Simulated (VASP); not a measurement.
# Ti (Fm-3m) in VASP: further runs

The runs below take Ti through single point, with RPBE+D3(BJ), PBE+D3(BJ), PBEsol+D3(BJ).

Program: VASP 6.6.1. These are calculated values, not measurements. Logs are shortened: lines on timing, memory, paths and dates and some standing lists are left out, and cuts for length are marked.

## 1. The cell of the first run

It takes space group Fm-3m (No. 225, cubic). Conventional cell: a = 3.720 Å, b = 3.720 Å, c = 3.720 Å, α = 90.00°, β = 90.00°, γ = 90.00°. Ti (site symmetry m-3m) has 12 Ti at 2.63 Å within 3.5 Å.

## 2. Single point, RPBE+D3(BJ)

Input file INCAR:

```
ALGO = Normal
EDIFF = 1E-6
ENCUT = 520
GGA = RP
ISIF = 2
ISMEAR = -1
IVDW = 12
LASPH = T
LCHARG = T
LELF = T
LREAL = F
LVHAR = T
LWAVE = F
NBANDS = 12
NELM = 80
PREC = Accurate
SIGMA = 0.05
```

Input file KPOINTS:

```
k-points
0
Gamma
  11 11 11
```

Input file POSCAR:

```
Ti
1.0
    0.0000000000      1.8599306167      1.8599306167
    1.8599306167      0.0000000000      1.8599306167
    1.8599306167      1.8599306167      0.0000000000
Ti
1
Direct
    0.0000000000      0.0000000000      0.0000000000
```

Potentials or basis: VASP PAW PBE potentials, release 64 (Ti_sv).

On the command line:

```console
$ cat potpaw_PBE.64/Ti_sv/POTCAR > POTCAR
$ mpirun -np 1 vasp_std > vasp.out
```

OUTCAR:

```text
EDIFF = 1E-6
   ENCUT = 520
   GGA = RP
   ISIF = 2
   ISMEAR = -1
   IVDW = 12
   LASPH = T
   LREAL = F
   NELM = 80
   PREC = Accurate
 IVDW          = 12

 ion  position               nearest neighbor table
   1  0.000  0.000  0.000-

  LATTYP: Found a face centered cubic cell.
 ALAT       =     3.7198612334

  Lattice vectors:

 A1 = (   0.0000000000,   1.8599306167,   1.8599306167)
 A2 = (   1.8599306167,   0.0000000000,   1.8599306167)
 A3 = (   1.8599306167,   1.8599306167,   0.0000000000)

Analysis of symmetry for initial positions (statically):
=====================================================================
 Subroutine PRICEL returns:
 Original cell was already a primitive cell.

 Routine SETGRP: Setting up the symmetry group for a
 face centered cubic supercell.

 Subroutine GETGRP returns: Found 48 space group operations
 (whereof 48 operations were pure point group operations)
 out of a pool of 48 trial point group operations.

The static configuration has the point symmetry O_h .

Analysis of symmetry for dynamics (positions and initial velocities):
=====================================================================
 Subroutine PRICEL returns:
 Original cell was already a primitive cell.

 Routine SETGRP: Setting up the symmetry group for a
 face centered cubic supercell.

 Subroutine GETGRP returns: Found 48 space group operations
 (whereof 48 operations were pure point group operations)
 out of a pool of 48 trial point group operations.

The dynamic configuration has the point symmetry O_h .

 Subroutine INISYM returns: Found 48 space group operations
 (whereof 48 operations are pure point group operations),
 and found     1 'primitive' translations

----------------------------------------------------------------------------------------

                                     Primitive cell

  volume of cell :      12.8683

  direct lattice vectors                    reciprocal lattice vectors
     0.000000000  1.859930617  1.859930617    -0.268827232  0.268827232  0.268827232
     1.859930617  0.000000000  1.859930617     0.268827232 -0.268827232  0.268827232
     1.859930617  1.859930617  0.000000000     0.268827232  0.268827232 -0.268827232

  length of vectors
     2.630339103  2.630339103  2.630339103     0.465622425  0.465622425  0.465622425

  position of ions in fractional coordinates (direct lattice)
     0.000000000  0.000000000  0.000000000

  ion indices of the primitive-cell ions
   primitive index   ion index
                 1           1

----------------------------------------------------------------------------------------

 KPOINTS: k-points

Automatic generation of k-mesh.
 Grid dimensions read from file:
 generate k-points for:   11   11   11

 Generating k-lattice:

  Cartesian coordinates                     Fractional coordinates (reciprocal lattice)
    -0.024438839  0.024438839  0.024438839     0.090909091  0.000000000  0.000000000
     0.024438839 -0.024438839  0.024438839     0.000000000  0.090909091  0.000000000
     0.024438839  0.024438839 -0.024438839     0.000000000  0.000000000  0.090909091

  Length of vectors
     0.042329311  0.042329311  0.042329311

  Shift w.r.t. Gamma in fractional coordinates (k-lattice)
     0.000000000  0.000000000  0.000000000

 Subroutine IBZKPT returns following result:
 ===========================================

 Found     56 irreducible k-points:

 Following reciprocal coordinates:
            Coordinates               Weight
  0.000000  0.000000  0.000000      1.000000
  0.090909  0.000000  0.000000      8.000000
  0.181818  0.000000  0.000000      8.000000
  0.272727  0.000000  0.000000      8.000000
  0.363636  0.000000  0.000000      8.000000
  0.454545  0.000000  0.000000      8.000000
[... 16 lines left out ...]
 -0.272727  0.181818  0.000000     24.000000
 -0.181818  0.181818  0.000000     12.000000
 [... further k-points ...]
   k-points           NKPTS =     56   k-points in BZ     NKDIM =     56   number of bands    NBANDS=     12
   number of dos      NEDOS =    301   number of ions     NIONS =      1
   total plane-waves  NPLWV =   8000
   dimension x,y,z NGX =    20 NGY =   20 NGZ =   20
   dimension x,y,z NGXF=    40 NGYF=   40 NGZF=   40
   ions per type =               1
   NGX,Y,Z   is equivalent  to a cutoff of  12.64, 12.64, 12.64 a.u.
   NGXF,Y,Z  is equivalent  to a cutoff of  25.28, 25.28, 25.28 a.u.
 SYSTEM =  unknown system
   PREC   = accura    normal or accurate (medium, high low for compatibility)
   ISTART =      0    job   : 0-new  1-cont  2-samecut
   ICHARG =      2    charge: 1-file 2-atom 10-const
   ISPIN  =      1    spin polarized calculation?
   LNONCOLLINEAR =      F non collinear calculations
   LSORBIT =      F    spin-orbit coupling
   LASPH  =      T    aspherical Exc in radial PAW
   ENCUT  =  520.0 eV  38.22 Ry    6.18 a.u.   4.89  4.89  4.89*2*pi/ulx,y,z
   NELM   =     80;   NELMIN=  2; NELMDL= -5     # of ELM steps
   EDIFF  = 0.1E-05   stopping-criterion for ELM
   LREAL  =      F    real-space projection
[... 7 lines left out ...]
   TEBEG  =    0.0;   TEEND  =   0.0 temperature during run
   PSTRESS=    0.0 pullay stress
   NELECT =      12.0000    total number of electrons
   NUPDOWN=      -1.0000    fix difference up-down
   EMIN   =  10.00;   EMAX   =-10.00  energy-range for DOS
   EFERMI =   0.00;   METHOD = LEGACY
   ISMEAR =    -1;   SIGMA  =   0.05  broadening in eV -4-tet -1-fermi 0-gaus
   EFERMI_NEDOS =   21; number of points for ismear=-14 and -15
   IALGO  =     38    algorithm
   IMIX   =      4    mixing-type and parameters
     AMIX     =   0.40;   BMIX     =  1.00
     AMIX_MAG =   1.60;   BMIX_MAG =  1.00
  volume/ion in A,a.u.               =      12.87        86.84
  Fermi-wavevector in a.u.,A,eV,Ry     =   1.599417  3.022461 34.805557  2.558136
  Thomas-Fermi vector in A             =   2.696714
   LORBIT       =      0    0 simple, 1 ext, 2 COOP (PROOUT), +10 PAW based schemes
   GGA     = RP    functional components
   LHFCALC =     F    Hartree Fock is set to
   AEXX    =    0.0000 exact exchange contribution
   IVDW    =    12    specifies the selected vdW correction
   LEPSILON=     F    determine dielectric tensor
   LRPA    =     F    only Hartree local field effects (RPA)
 non-spin polarized calculation
  energy-cutoff  :      520.00
  volume of cell :       12.87
 maximum number of plane-waves:       355
   NGX =  9   NGY =  9   NGZ =  9

 number of electron      12.0000004 magnetization

 Free energy of the ion-electron system (eV)
  ---------------------------------------------------
  ext. energy  EPLUGINS =         0.00000000
  ---------------------------------------------------
  free energy    TOTEN  =        -6.68595816 eV

  energy without entropy =       -6.67720290  energy(sigma->0) =       -6.68158053

 E-fermi :  11.8900     XC(G=0): -12.8881

 val. band max:       11.8454543485   @ k =  -0.1818   0.0909   0.0000
 cond. band min:      11.9311963178   @ k =  -0.1818   0.2727   0.0909
 fundamental gap:      0.0857419693
 Fermi energy:        11.8900192340

 k-point     1 :       0.0000    0.0000    0.0000
  band No.  band energies     occupation
      1     -44.5644      2.00000
      2     -19.7785      2.00000
      3     -19.7785      2.00000
      4     -19.7785      2.00000
      5       5.2775      2.00000
      6      12.9178      0.00000
      7      12.9178      0.00000
      8      12.9178      0.00000
      9      15.3535      0.00000
     10      15.3535      0.00000
     11      28.8255      0.00000
     12      34.8943      0.00000

 k-point     2 :       0.0909    0.0000    0.0000
  band No.  band energies     occupation
      1     -44.5346      2.00000
      2     -19.9208      2.00000
      3     -19.7948      2.00000
      4     -19.7948      2.00000
      5       5.6366      2.00000
      6      12.6803      0.00000
      7      13.0531      0.00000
      8      13.0531      0.00000
      9      15.2564      0.00000
     10      15.2564      0.00000
     11      29.2885      0.00000
     12      32.9179      0.00000

 k-point     3 :       0.1818    0.0000    0.0000
  band No.  band energies     occupation
      1     -44.4538      2.00000
      2     -20.2940      2.00000
      3     -19.8382      2.00000
      4     -19.8382      2.00000
      5       6.5991      2.00000
      6      12.1798      0.00607
      7      13.2899      0.00000
      8      13.2899      0.00000
      9      15.1794      0.00000
     10      15.1794      0.00000
     11      29.9473      0.00000
     12      30.3406      0.00000

 k-point     4 :       0.2727    0.0000    0.0000
  band No.  band energies     occupation
      1     -44.3460      2.00000
      2     -20.7659      2.00000
      3     -19.8945      2.00000
      4     -19.8945      2.00000
      5       7.7609      2.00000
      6      11.9395      0.54193
      7      13.2280      0.00000
      8      13.2280      0.00000
      9      15.5810      0.00000
     10      15.5810      0.00000
     11      27.6303      0.00000
     12      30.1351      0.00000

 k-point     5 :       0.3636    0.0000    0.0000
  band No.  band energies     occupation
      1     -44.2450      2.00000
      2     -21.1851      2.00000
      3     -19.9455      2.00000
      4     -19.9455      2.00000
      5       8.4355      2.00000
      6      12.5396      0.00000
      7      12.9442      0.00000
      8      12.9442      0.00000
      9      16.3246      0.00000
     10      16.3246      0.00000
     11      25.5087      0.00000
     12      29.0389      0.00000

 k-point     6 :       0.4545    0.0000    0.0000
  band No.  band energies     occupation
      1     -44.1840      2.00000
      2     -21.4285      2.00000
      3     -19.9756      2.00000
      4     -19.9756      2.00000
      5       8.5571      2.00000
      6      12.7407      0.00000
      7      12.7407      0.00000
      8      13.5111      0.00000
      9      16.8829      0.00000
     10      16.8829      0.00000
     11      24.0149      0.00000
     12      28.1926      0.00000

 k-point     7 :       0.0909    0.0909    0.0000
  band No.  band energies     occupation
      1     -44.5247      2.00000
      2     -19.9181      2.00000
      3     -19.8250      2.00000
      4     -19.8250      2.00000
      5       5.7543      2.00000
      6      12.5145      0.00001
      7      13.1568      0.00000
      8      13.1568      0.00000
      9      14.9506      0.00000
     10      15.4690      0.00000
     11      29.4617      0.00000
     12      33.1875      0.00000

 k-point     8 :       0.1818    0.0909    0.0000
  band No.  band energies     occupation
      1     -44.4609      2.00000
      2     -20.1946      2.00000
      3     -19.8800      2.00000
      4     -19.8567      2.00000
      5       6.5152      2.00000
      6      12.0515      0.07612
      7      13.3896      0.00000
      8      13.4374      0.00000
      9      14.6399      0.00000
     10      15.5620      0.00000
     11      30.2348      0.00000
     12      31.1139      0.00000
[... 166 lines left out ...]
 k-point    20 :       0.4545    0.1818    0.0000
  band No.  band energies     occupation
      1     -44.1639      2.00000
      2     -21.1841      2.00000
      3     -20.2237      2.00000
      4     -20.0953      2.00000
      5       9.3087      2.00000
      6      11.0949      2.00000
      7      12.4891      0.00001
      8      13.8412      0.00000
      9      17.0379      0.00000
     10      17.7966      0.00000
     11      24.9376      0.00000
     12      29.3659      0.00000

 k-point    21 :      -0.4545    0.1818    0.0000
  band No.  band energies     occupation
      1     -44.1293      2.00000
      2     -21.2888      2.00000
      3     -20.3163      2.00000
      4     -20.0736      2.00000
      5       9.5110      2.00000
      6      11.1708      2.00000
      7      12.7530      0.00000
      8      13.6264      0.00000
      9      16.8694      0.00000
     10      19.1019      0.00000
     11      23.4906      0.00000
     12      28.7643      0.00000

 k-point    22 :      -0.3636    0.1818    0.0000
  band No.  band energies     occupation
      1     -44.1495      2.00000
      2     -21.2116      2.00000
      3     -20.3523      2.00000
      4     -20.0176      2.00000
      5       9.6149      2.00000
      6      11.4222      1.99983
      7      12.4079      0.00006
      8      13.5910      0.00000
      9      16.1273      0.00000
     10      18.9076      0.00000
     11      24.5109      0.00000
     12      28.6377      0.00000

 k-point    23 :      -0.2727    0.1818    0.0000
  band No.  band energies     occupation
      1     -44.2173      2.00000
      2     -20.9914      2.00000
      3     -20.3031      2.00000
      4     -19.9444      2.00000
      5       9.3654      2.00000
      6      11.5184      1.99882
      7      12.1266      0.01747
      8      13.7755      0.00000
      9      15.1241      0.00000
     10      17.9554      0.00000
     11      26.7696      0.00000
     12      28.9533      0.00000

 k-point    24 :      -0.1818    0.1818    0.0000
  band No.  band energies     occupation
      1     -44.3101      2.00000
      2     -20.7186      2.00000
      3     -20.1585      2.00000
      4     -19.8769      2.00000
      5       8.3743      2.00000
      6      11.4683      1.99957
      7      12.7774      0.00000
      8      14.1515      0.00000
      9      14.1977      0.00000
     10      16.8327      0.00000
     11      28.5284      0.00000
     12      29.8475      0.00000

 [... further k-points ...]

------------------------ aborting loop because EDIFF is reached ----------------------------------------

 Edisp (eV)   -4.83922

 E8    (eV) :    -3.3628

  FORCE on cell =-STRESS in cart. coord.  units (eV):
  Direction    XX          YY          ZZ          XY          YZ          ZX
  --------------------------------------------------------------------------------------
  -------------------------------------------------------------------------------------
  Total      -0.08071    -0.08071    -0.08071     0.00000    -0.00000     0.00000
  in kB     -10.04858   -10.04858   -10.04858     0.00000    -0.00000     0.00000
  external pressure =      -10.05 kB  Pullay stress =        0.00 kB

 VOLUME and BASIS-vectors are now :
 -----------------------------------------------------------------------------
  energy-cutoff  :      520.00
  volume of cell :       12.87
      direct lattice vectors                 reciprocal lattice vectors
     0.000000000  1.859930617  1.859930617    -0.268827232  0.268827232  0.268827232
     1.859930617  0.000000000  1.859930617     0.268827232 -0.268827232  0.268827232
     1.859930617  1.859930617  0.000000000     0.268827232  0.268827232 -0.268827232

 POSITION                                       TOTAL-FORCE (eV/Angst)
 -----------------------------------------------------------------------------------
      0.00000      0.00000      0.00000         0.000000      0.000000      0.000000
 -----------------------------------------------------------------------------------
    total drift:                                0.000000     -0.000000      0.000000

  FREE ENERGIE OF THE ION-ELECTRON SYSTEM (eV)
  ---------------------------------------------------
  free  energy   TOTEN  =       -11.5251815850 eV

  energy  without entropy=      -11.5164263288  energy(sigma->0) =      -11.52080396
```

Wall time 6.7 s (1 thread of Intel Xeon 6975P-C, shared host); peak memory 0.14 GiB.

Results:

- Free energy: -11.5252 eV
- Pressure: -1.0 GPa
- Band gap on the k mesh: zero (band 6 reaches 12.92 eV, above the bottom of band 7 at 11.55 eV)
- Dispersion energy per atom: -4.839 eV

Caveat: the PAW data sets were made with another functional, which shifts forces and pressure a little; pairwise dispersion overbinds metals, which lowers pressure and volume.

(Continued in part 2 of 2.)
